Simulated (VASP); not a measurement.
Crystal: TiSi6Mo.

```xyz
8
Lattice="3.2000 0.0000 0.0000 0.0000 3.2000 0.0000 0.0000 0.0000 11.5000" Properties=species:S:1:pos:R:3 pbc="T T T"
Ti    0.0000    0.0000    0.0000
Si    1.6000    1.6000   10.0625
Si    1.6000    1.6000    1.4375
Si    0.0000    0.0000    8.6250
Si    0.0000    0.0000    2.8750
Si    1.6000    1.6000    7.1875
Si    1.6000    1.6000    4.3125
Mo    0.0000    0.0000    5.7500
```

```yaml
Program: VASP 6.6.1
Task: relaxation of cell and atoms
Functional: PBE
Potentials_or_basis: VASP PAW PBE potentials, release 64 (Ti_sv, Si, Mo_sv)
Cutoff: 600 eV
k_mesh: 5 × 5 × 2
Occupations: gaussian, width 0.2 eV
Spin: no spin polarisation
```

At the start: pressure -6.1 GPa; volume 14.72 Å³/atom.

**Question.** Where does the relaxation end?

**Answer.** Over 9 steps the energy falls by 170.3 meV/atom and the volume is 14.21 Å³/atom (-3.5 %); space group P4/mmm (No. 123, to 0.1 Å) before and after.

The path:
```csv
step,energy change (eV),largest force (eV/Å),pressure (GPa),volume (Å³)
1,0.0000,0.2984,-6.10,117.76
2,-0.9834,0.6583,6.91,108.07
3,-0.9865,0.6963,7.79,107.61
4,-1.2873,0.4865,2.03,113.38
5,-1.3093,0.5036,2.77,112.31
6,-1.3367,0.1905,-2.68,115.94
7,-1.3495,0.2412,-0.82,114.61
8,-1.3610,0.1183,-0.25,114.02
9,-1.3627,0.0557,0.10,113.69
```

Final structure:
```
CELL_PARAMETERS angstrom
3.34996 0.00000 0.00000
0.00000 3.34996 0.00000
0.00000 0.00000 10.13073
ATOMIC_POSITIONS crystal
Ti 0.00000 0.00000 0.00000
Si 0.50000 0.50000 0.87125
Si 0.50000 0.50000 0.12875
Si 0.00000 0.00000 0.75327
Si 0.00000 0.00000 0.24673
Si 0.50000 0.50000 0.62763
Si 0.50000 0.50000 0.37237
Mo 0.00000 0.00000 0.50000
```

Caveat: the k points lie up to 0.38 Å⁻¹ apart in the final cell, too coarse for converged energies and pressures of a metal; the relaxation stopped at a loose force limit of 0.08 eV/Å, so its end isn't a converged minimum.
